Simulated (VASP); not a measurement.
# WS2 (P6_3/mmc) in VASP: single point with PBEsol

Aim: the single point of WS2 with PBEsol.

Program: VASP 6.6.1. These are calculated values, not measurements. Logs are shortened: lines on timing, memory, paths and dates and some standing lists are left out, and cuts for length are marked.

## (1) The cell of the first run

Symmetry: P6_3/mmc, No. 194, hexagonal system. The conventional cell has a = 3.146 Å, b = 3.146 Å, c = 12.697 Å, α = 90.00°, β = 90.00°, γ = 120.00°. W (site symmetry -6m2) has 6 S at 2.40 Å and 6 W at 3.15 Å within 3.2 Å. S (site symmetry 3m) has 3 W at 2.40 Å and 7 S at 3.13 to 3.15 Å within 3.2 Å.

## (2) Single point, PBEsol

Input file INCAR:

```
SYSTEM = WS2
ALGO     = Normal         ! electronic algorithm
EDIFF    = 1E-7           ! SCF threshold, eV
ENCUT    = 520            ! plane-wave cutoff, eV
GGA      = PS             ! functional
ISIF     = 2              ! what is computed and relaxed
ISMEAR   = 0              ! smearing method
LASPH    = .True.         ! aspherical terms in the spheres
LCHARG   = .False.        ! write CHGCAR
LREAL    = .False.        ! projectors in reciprocal space
LWAVE    = .False.        ! write WAVECAR
NBANDS   = 35             ! bands
NELM     = 100            ! most SCF steps
PREC     = Accurate       ! precision mode
SIGMA    = 0.05           ! smearing width, eV
```

Input file KPOINTS:

```
k-points
0
Gamma
  12 12 2
  0 0 0
```

Input file POSCAR:

```
WS2
1.0
    3.1462408358      0.0000000000      0.0000000000
   -1.5731204179      2.7247244902      0.0000000000
    0.0000000000      0.0000000000     12.6966546967
W S
2 4
Direct
    0.3333333333      0.6666666667      0.2500000000
    0.6666666667      0.3333333333      0.7500000000
    0.3333333333      0.6666666667      0.6265487320
    0.6666666667      0.3333333333      0.1265487320
    0.3333333333      0.6666666667      0.8734512680
    0.6666666667      0.3333333333      0.3734512680
```

Potentials or basis: VASP PAW PBE potentials, release 64 (W_sv, S).

Command:

```console
$ cat potpaw_PBE.64/W_sv/POTCAR potpaw_PBE.64/S/POTCAR > POTCAR
$ mpirun -np 1 vasp_std > vasp.out
```

OUTCAR:

```text
SYSTEM = WS2
   EDIFF = 1E-7
   ENCUT = 520
   GGA = PS
   ISIF = 2
   ISMEAR = 0
   LASPH = .True.
   LREAL = .False.
   NELM = 100
   PREC = Accurate

 ion  position               nearest neighbor table
   1  0.333  0.667  0.250-   4 2.40   6 2.40   4 2.40   6 2.40   4 2.40   6 2.40
   2  0.667  0.333  0.750-   3 2.40   5 2.40   3 2.40   5 2.40   3 2.40   5 2.40
   3  0.333  0.667  0.627-   2 2.40   2 2.40   2 2.40
   4  0.667  0.333  0.127-   1 2.40   1 2.40   1 2.40
   5  0.333  0.667  0.873-   2 2.40   2 2.40   2 2.40
   6  0.667  0.333  0.373-   1 2.40   1 2.40   1 2.40

  LATTYP: Found a hexagonal cell.
 ALAT       =     3.1462408358
 C/A-ratio  =     4.0354999376

  Lattice vectors:

 A1 = (   3.1462408358,   0.0000000000,   0.0000000000)
 A2 = (  -1.5731204179,   2.7247244902,   0.0000000000)
 A3 = (   0.0000000000,   0.0000000000,  12.6966546967)

Analysis of symmetry for initial positions (statically):
=====================================================================
 Subroutine PRICEL returns:
 Original cell was already a primitive cell.

 Routine SETGRP: Setting up the symmetry group for a
 hexagonal supercell.

 Subroutine GETGRP returns: Found 24 space group operations
 (whereof 12 operations were pure point group operations)
 out of a pool of 24 trial point group operations.

The static configuration has the point symmetry D_3d.
 The point group associated with its full space group is D_6h.

Analysis of symmetry for dynamics (positions and initial velocities):
=====================================================================
 Subroutine PRICEL returns:
 Original cell was already a primitive cell.

 Routine SETGRP: Setting up the symmetry group for a
 hexagonal supercell.

 Subroutine GETGRP returns: Found 24 space group operations
 (whereof 12 operations were pure point group operations)
 out of a pool of 24 trial point group operations.

The dynamic configuration has the point symmetry D_3d.
 The point group associated with its full space group is D_6h.

 Subroutine INISYM returns: Found 24 space group operations
 (whereof 12 operations are pure point group operations),
 and found     1 'primitive' translations

----------------------------------------------------------------------------------------

                                     Primitive cell

[... 94 lines left out ...]
   LSORBIT =      F    spin-orbit coupling
   LASPH  =      T    aspherical Exc in radial PAW
   ENCUT  =  520.0 eV  38.22 Ry    6.18 a.u.   5.85  5.85 23.61*2*pi/ulx,y,z
   NELM   =    100;   NELMIN=  2; NELMDL= -5     # of ELM steps
   EDIFF  = 0.1E-06   stopping-criterion for ELM
   LREAL  =      F    real-space projection
   EDIFFG = 0.1E-05   stopping-criterion for IOM
   NSW    =      0    number of steps for IOM
   IBRION =     -1    ionic relax: 0-MD 1-quasi-New 2-CG
   NFREE  =      0    steps in history (QN), initial steepest desc. (CG)
   ISIF   =      2    stress and relaxation
   ISYM   =      2    0-nonsym 1-usesym 2-fastsym
   POTIM  = 0.5000    time-step for ionic-motion
   TEBEG  =    0.0;   TEEND  =   0.0 temperature during run
   PSTRESS=    0.0 pullay stress
   NELECT =      52.0000    total number of electrons
   NUPDOWN=      -1.0000    fix difference up-down
   EMIN   =  10.00;   EMAX   =-10.00  energy-range for DOS
   EFERMI =   0.00;   METHOD = LEGACY
   ISMEAR =     0;   SIGMA  =   0.05  broadening in eV -4-tet -1-fermi 0-gaus
   EFERMI_NEDOS =   21; number of points for ismear=-14 and -15
   IALGO  =     38    algorithm
   IMIX   =      4    mixing-type and parameters
     AMIX     =   0.40;   BMIX     =  1.00
     AMIX_MAG =   1.60;   BMIX_MAG =  1.00
  volume/ion in A,a.u.               =      18.14       122.42
  Fermi-wavevector in a.u.,A,eV,Ry     =   1.279798  2.418467 22.284739  1.637882
  Thomas-Fermi vector in A             =   2.412262
   LORBIT       =      0    0 simple, 1 ext, 2 COOP (PROOUT), +10 PAW based schemes
   GGA     = PS    functional components
   LHFCALC =     F    Hartree Fock is set to
   AEXX    =    0.0000 exact exchange contribution
   IVDW    =     0    specifies the selected vdW correction
   LEPSILON=     F    determine dielectric tensor
   LRPA    =     F    only Hartree local field effects (RPA)
 non-spin polarized calculation
 Gauss-broadening in eV      SIGMA  =   0.05
  energy-cutoff  :      520.00
  volume of cell :      108.84
 maximum number of plane-waves:      2962
 NGX is ok and might be reduce to    24
   NGX = 11   NGY = 11   NGZ = 47

 number of electron      51.9999990 magnetization

 Free energy of the ion-electron system (eV)
  ---------------------------------------------------
  ext. energy  EPLUGINS =         0.00000000
  ---------------------------------------------------
  free energy    TOTEN  =       -50.55402030 eV

  energy without entropy =      -50.55402030  energy(sigma->0) =      -50.55402030

 E-fermi :   7.2027     XC(G=0): -10.9408

 val. band max:        6.9643938464   @ k =   0.0000   0.0000   0.0000
 cond. band min:       8.0798725793   @ k =   0.1667   0.1667   0.0000
 fundamental gap:      1.1154787330
 Fermi energy:         7.2027113606

 k-point     1 :       0.0000    0.0000    0.0000
  band No.  band energies     occupation
      1     -67.4569      2.00000
      2     -67.4569      2.00000
      3     -31.7349      2.00000
      4     -31.7348      2.00000
      5     -31.5410      2.00000
      6     -31.5410      2.00000
[... 901 lines left out ...]
     34      11.0469      0.00000
     35      13.0402      0.00000

 [... further k-points ...]
[... 5 lines left out ...]
  --------------------------------------------------------------------------------------
  -------------------------------------------------------------------------------------
  Total        0.0716790      0.0716790      0.1099855      0.0000000     -0.0000000      0.0000000
  in kB        1.0551122      1.0551122      1.6189823      0.0000000     -0.0000000      0.0000000
  external PRESSURE =       1.2430689 kB  Pullay stress =       0.0000000 kB

 VOLUME and BASIS-vectors are now :
 -----------------------------------------------------------------------------
  energy-cutoff  :      520.00
  volume of cell :      108.84
      direct lattice vectors                 reciprocal lattice vectors
     3.146240836  0.000000000  0.000000000     0.317839623  0.183504792  0.000000000
    -1.573120418  2.724724490  0.000000000     0.000000000  0.367009583  0.000000000
     0.000000000  0.000000000 12.696654697     0.000000000  0.000000000  0.078760904

 POSITION                                       TOTAL-FORCE (eV/Angst)
 -----------------------------------------------------------------------------------
     -0.00000      1.81648      3.17416         0.000000     -0.000000      0.000000
      1.57312      0.90824      9.52249        -0.000000      0.000000      0.000000
     -0.00000      1.81648      7.95507        -0.000000     -0.000000     -0.023738
      1.57312      0.90824      1.60675         0.000000      0.000000     -0.023738
     -0.00000      1.81648     11.08991         0.000000      0.000000      0.023738
      1.57312      0.90824      4.74158         0.000000      0.000000      0.023738
 -----------------------------------------------------------------------------------
    total drift:                                0.000000     -0.000000      0.000000

  FREE ENERGIE OF THE ION-ELECTRON SYSTEM (eV)
  ---------------------------------------------------
  free  energy   TOTEN  =       -50.5540202995 eV

  energy  without entropy=      -50.5540202995  energy(sigma->0) =      -50.55402030
```

OSZICAR:

```text
N       E                     dE             d eps       ncg     rms          rms(c)
DAV:   1     0.510521352074E+03    0.51052E+03   -0.28410E+04  2940   0.148E+03
DAV:   2    -0.195724749188E+02   -0.53009E+03   -0.51157E+03  3090   0.410E+02
DAV:   3    -0.522997306465E+02   -0.32727E+02   -0.32164E+02  3282   0.966E+01
DAV:   4    -0.531065317194E+02   -0.80680E+00   -0.80346E+00  3232   0.158E+01
DAV:   5    -0.531235336683E+02   -0.17002E-01   -0.16992E-01  3245   0.242E+00    0.397E+01
DAV:   6    -0.509295622485E+02    0.21940E+01   -0.72406E+00  3015   0.182E+01    0.166E+01
DAV:   7    -0.506933037658E+02    0.23626E+00   -0.24012E+00  2915   0.783E+00    0.646E+00
DAV:   8    -0.505560366959E+02    0.13727E+00   -0.38335E-01  3032   0.420E+00    0.205E+00
DAV:   9    -0.505567813692E+02   -0.74467E-03   -0.48210E-02  3252   0.111E+00    0.112E+00
DAV:  10    -0.505545413085E+02    0.22401E-02   -0.24816E-02  3156   0.102E+00    0.440E-01
DAV:  11    -0.505540171084E+02    0.52420E-03   -0.42391E-03  2881   0.398E-01    0.174E-01
DAV:  12    -0.505540019039E+02    0.15204E-04   -0.17451E-04  3036   0.776E-02    0.611E-02
DAV:  13    -0.505540173639E+02   -0.15460E-04   -0.21798E-05  3168   0.272E-02    0.435E-02
DAV:  14    -0.505540209377E+02   -0.35738E-05   -0.16420E-05  3036   0.229E-02    0.277E-02
DAV:  15    -0.505540201611E+02    0.77658E-06   -0.34031E-06  3096   0.127E-02    0.118E-02
DAV:  16    -0.505540202689E+02   -0.10776E-06   -0.93762E-07  2872   0.384E-03    0.245E-03
DAV:  17    -0.505540202995E+02   -0.30550E-07   -0.82315E-08  1648   0.141E-03
   1 F= -.50554020E+02 E0= -.50554020E+02  d E =-.133248E-13
```

It took 73 s on 1 thread of Intel Xeon 6975P-C (Granite Rapids), shared host; peak memory 0.28 GiB.

What came out:

```yaml
Free_energy: -50.5540 eV
Pressure: 0.1 GPa
Largest_force: 0.024 eV/Å
Band_gap_on_the_k_mesh: 1.12 eV, indirect (least direct gap 1.87 eV)
```

Forces in eV/Å, atoms in the order of the input:
```
W    0.000  0.000  0.000
W    0.000  0.000  0.000
S    0.000  0.000 -0.024
S    0.000  0.000 -0.024
S    0.000  0.000  0.024
S    0.000  0.000  0.024
```

Levels at points of the mesh, in eV from the valence-band top:
```csv
k point,band 23,band 24,band 25,band 26,band 27,band 28,band 29,band 30
"(0.00, 0.00, 0.00)",-2.07,-1.64,-1.12,0.00,2.46,2.46,2.47,2.47
"(0.50, 0.00, 0.00)",-1.78,-1.64,-1.57,-1.45,2.47,2.50,2.75,3.03
"(0.00, 0.00, 0.50)",-2.09,-2.09,-0.33,-0.33,2.46,2.46,2.46,2.46
"(0.50, 0.00, 0.50)",-1.71,-1.71,-1.50,-1.50,2.49,2.49,2.91,2.91
```

Caveat: the PAW data sets were made with another functional, which shifts forces and pressure a little; spin-orbit coupling is left out, which moves the levels of the heavy elements; this functional lacks dispersion, which binds the layers, so the pressure and a relaxed spacing across them are unreliable. A k mesh can miss the band edges.
